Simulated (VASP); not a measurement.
A run of VASP 6.6.1:

The input POSCAR:

```
CdTe
1.0
    0.0000000000      3.2799551172      3.2799551172
    3.2799551172      0.0000000000      3.2799551172
    3.2799551172      3.2799551172      0.0000000000
Cd Te
1 1
Direct
    0.0000000000      0.0000000000      0.0000000000
    0.2500000000      0.2500000000      0.2500000000
```

The input INCAR.step1:

```
SYSTEM = CdTe
ALGO = Normal
EDIFF = 1E-4
ENCUT = 520
GGA = PE
ISMEAR = 1
LASPH = .TRUE.
LCHARG = .FALSE.
LREAL = .FALSE.
LWAVE = .TRUE.
NBANDS = 16
NELM = 100
PREC = Accurate
SIGMA = 0.001
```

File INCAR.step2:

```
SYSTEM = CdTe
ALGO = Normal
EDIFF = 1E-6
ENCUT = 520
ISIF = 2
ISMEAR = 1
ISTART = 1
LASPH = .TRUE.
LCHARG = .FALSE.
LMIXTAU = .TRUE.
LREAL = .FALSE.
LWAVE = .FALSE.
METAGGA = R2SCAN
NBANDS = 16
NELM = 100
PREC = Accurate
SIGMA = 0.001
```

KPOINTS

```
k-points
0
G
  4 4 4
  0 0 0
```

Potentials or basis: VASP PAW PBE potentials, release 64 (Cd, Te).

Launch:

```bash
$ cat potpaw_PBE.64/Cd/POTCAR potpaw_PBE.64/Te/POTCAR > POTCAR
$ cp INCAR.step1 INCAR
$ mpirun -np 1 vasp_std > vasp.out
$ cp INCAR.step2 INCAR
$ mpirun -np 1 vasp_std > vasp.out
```

Hardware: 1 thread of Intel Xeon 6975P-C, on a shared host.

Task: How long does it take, and how much memory?

Result: It took 35 s on 1 thread of Intel Xeon 6975P-C (shared host), peak memory 0.22 GiB. Counts: k points 8.
